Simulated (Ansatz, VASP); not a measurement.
## GaN in VASP and in Ansatz

```
Ga N
1.0
     3.21820    0.00000    0.00000
    -1.60910    2.78704    0.00000
     0.00000    0.00000    5.24285
Ga N
2 2
Direct
  0.33333 0.66667 0.00015
  0.66667 0.33333 0.50015
  0.33333 0.66667 0.37685
  0.66667 0.33333 0.87685
```

Alike in both runs: functional PBE; k mesh 8 × 8 × 5; no spin polarisation.

Ansatz relaxed the structure, and its values are those at the end. VASP's run is a single point on that final structure, the one shown.

```csv
,VASP,Ansatz
version,VASP 6.6.1,Ansatz 0.2.0
potentials or method,"VASP PAW PBE potentials, release 64 (Ga_d, N), cutoff 520 eV","scalar-relativistic, plane waves, PAW"
occupations,"gaussian, width 0.01 eV",fixed
valence electrons in the cell,36,36
```

```tsv
	VASP	Ansatz	Ansatz less VASP
gap on the k mesh at the Fermi level (eV)	1.72	1.71	-0.003
least direct gap on the mesh (eV)	1.72	1.71	-0.003
pressure (GPa)	0.1	0.0	-0.13
```
